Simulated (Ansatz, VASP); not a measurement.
# NaF in VASP and in Ansatz

INCAR

```
SYSTEM = NaF
PREC = Accurate ; ENCUT = 520
EDIFF = 1E-7 ; ISMEAR = 0
SIGMA = 0.05 ; LREAL = .FALSE.
LASPH = .TRUE. ; NELM = 100
ALGO = Normal ; ISIF = 2
LWAVE = .FALSE. ; LCHARG = .FALSE.
GGA = PS ; NBANDS = 14
```

KPOINTS

```
regular mesh
0
G
  8 8 8
  0 0 0
```

Contents of POSCAR:

```
NaF
1.0
    0.0000000000      2.4394650000      2.2071350000
    2.4394650000      0.0000000000      2.2071350000
    2.4394650000      2.4394650000      0.0000000000
Na F
1 1
Direct
    0.0000000000      0.0000000000      0.0000000000
    0.5000000000      0.5000000000      0.5000000000
```

Input for Ansatz:

```yaml
crystal:
  lattice:
    - [0.0, 2.439465, 2.207135]
    - [2.439465, 0.0, 2.207135]
    - [2.439465, 2.439465, 0.0]
  atoms:
    - { symbol: Na, position: [0.0, 0.0, 0.0] }
    - { symbol: F, position: [0.5, 0.5, 0.5] }
basis:
  ecutwfc: 420
kpoints:
  mp_grid: { grid: [8, 8, 8] }
hamiltonian:
  xc: pbesol
scf:
  occupations: { method: gaussian, width: 0.05 }
output:
  forces: true
  stress: true
  eigenvalues: true
```

Change from the starting cell: strain +0.050 along x and y, -0.050 along z, atoms carried along.

Alike in both runs: task single point; functional PBEsol; k mesh 8 × 8 × 8; occupations gaussian, width 0.05 eV; no spin polarisation.

```csv
,VASP,Ansatz
version,VASP 6.6.1,Ansatz 0.2.0
potentials or method,"VASP PAW PBE potentials, release 64 (Na_pv, F), cutoff 520 eV","scalar-relativistic, plane waves, PAW"
valence electrons in the cell,14,16
```

Ansatz gave:

```
gap on the k mesh at the Fermi level (eV)                     : 5.89
least direct gap on the mesh (eV)                             : 5.89
pressure (GPa)                                                : -1.3
traceless stress, the component that is largest in VASP (GPa) : 4.84
```

Estimate VASP's values.

gap on the k mesh at the Fermi level (eV): 5.87; least direct gap on the mesh (eV): 5.87; pressure (GPa): -1.4; traceless stress, the component that is largest in VASP (GPa): 5.07.

VASP's potentials were made for PBE, not for PBEsol. VASP's potentials hold 14 valence electrons a cell and Ansatz's 16, so a difference there can come from the potentials and not from the codes.
